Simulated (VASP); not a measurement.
A run of VASP 6.6.1 is set up as follows.

INCAR

```
SYSTEM = MgO
PREC     = Accurate       ! precision mode
ENCUT    = 520            ! plane-wave cutoff, eV
EDIFF    = 1E-6           ! SCF threshold, eV
ISMEAR   = 0              ! smearing method
SIGMA    = 0.05           ! smearing width, eV
LREAL    = .False.        ! projectors in reciprocal space
LASPH    = .True.         ! aspherical terms in the spheres
NELM     = 100            ! most SCF steps
ALGO     = Normal         ! electronic algorithm
ISIF     = 2              ! what is computed and relaxed
LWAVE    = .False.        ! write WAVECAR
LCHARG   = .False.        ! write CHGCAR
GGA      = PE             ! functional
NBANDS   = 26             ! bands
```

File KPOINTS:

```
Automatic mesh
0
Gamma
  9 9 4
  0 0 0
```

POSCAR

```
MgO
1.0
    3.4159013761      0.0000000000      0.0000000000
   -1.7079506881      2.9582573685      0.0000000000
    0.0000000000      0.0000000000      9.6970608265
Mg O
4 4
Direct
    0.3333333333      0.6666666667      0.9694906392
    0.0000000000      0.0000000000      0.2208211786
    0.0000000000      0.0000000000      0.7208211786
    0.6666666667      0.3333333333      0.4694906392
    0.3333333333      0.6666666667      0.7800420079
    0.0000000000      0.0000000000      0.5296443544
    0.0000000000      0.0000000000      0.0296443544
    0.6666666667      0.3333333333      0.2800420079
```

Potentials or basis: VASP PAW PBE potentials, release 64 (Mg, O).

The run is started by

```console
$ cat potpaw_PBE.64/Mg/POTCAR potpaw_PBE.64/O/POTCAR > POTCAR
$ mpirun -np 1 vasp_std > vasp.out
```

(1) What does it give for the band gap on the k mesh?

(2) What does it give for the pressure?

Results:

(1) 3.17 eV, direct.

(2) 1.7 GPa.

Caveat: forces of over 1 eV/Å act on the atoms, so gaps and moduli don't describe the material at rest.
